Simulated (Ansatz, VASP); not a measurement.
**One calculation of HgTe, two programs**

Contents of INCAR:

```
PREC = Accurate
ENCUT = 520
EDIFF = 1E-6
ISMEAR = -1
SIGMA = 0.05
LREAL = F
LASPH = T
NELM = 100
ALGO = Normal
ISIF = 2
LWAVE = F
LCHARG = T
GGA = PE
LELF = T
LVHAR = T
NBANDS = 26
```

KPOINTS

```
regular mesh
0
Gamma
  6 6 5
```

The input POSCAR:

```
HgTe
1.0
    3.0512097241     -3.5349252628      0.0000000000
    3.0512097241      3.5349252628      0.0000000000
    0.0000000000      0.0000000000      5.9118752236
Hg Te
2 2
Direct
    0.6569500000      0.3430500000      0.2500000000
    0.3430500000      0.6569500000      0.7500000000
    0.2151910000      0.7848090000      0.2500000000
    0.7848090000      0.2151910000      0.7500000000
```

The input input.yaml:

```yaml
crystal:
  lattice:
    - [3.0512097241, -3.5349252628, 0.0]
    - [3.0512097241, 3.5349252628, 0.0]
    - [0.0, 0.0, 5.9118752236]
  atoms:
    - { symbol: Hg, position: [0.65695, 0.34305, 0.25] }
    - { symbol: Hg, position: [0.34305, 0.65695, 0.75] }
    - { symbol: Te, position: [0.215191, 0.784809, 0.25] }
    - { symbol: Te, position: [0.784809, 0.215191, 0.75] }
hamiltonian:
  xc: pbe
  pseudopotentials: { kind: paw }
kpoints:
  mp_grid: { grid: [6, 6, 5] }
scf:
  occupations: { method: fermi_dirac, width: 0.05 }
output:
  forces: true
  stress: true
  eigenvalues: true
```

Alike in both runs: task single point; functional PBE; k mesh 6 × 6 × 5; occupations fermi-dirac, width 0.05 eV; no spin polarisation.

```csv
,VASP,Ansatz
version,VASP 6.6.1,Ansatz 0.2.0
potentials or method,"VASP PAW PBE potentials, release 64 (Hg, Te)",Ansatz PAW
plane-wave cutoff (eV),520,420
valence electrons in the cell,36,72
```

```tsv
	VASP	Ansatz	Ansatz less VASP
gap on the k mesh at the Fermi level (eV)	none	none	-
pressure (GPa)	-2.3	-2.3	-0.05
traceless stress, the component that is largest in VASP (GPa)	0.57	0.58	+0.017
rms of the force components (eV/Å)	0.093	0.096	+0.0038
```

Atom by atom the forces differ by 0.004 eV/Å (rms over components). A gap of «none» marks a metal or a gap that the smearing closes. VASP's potentials hold 36 valence electrons a cell and Ansatz's 72, so a difference there can come from the potentials and not from the codes.

Spin-orbit coupling is off throughout.
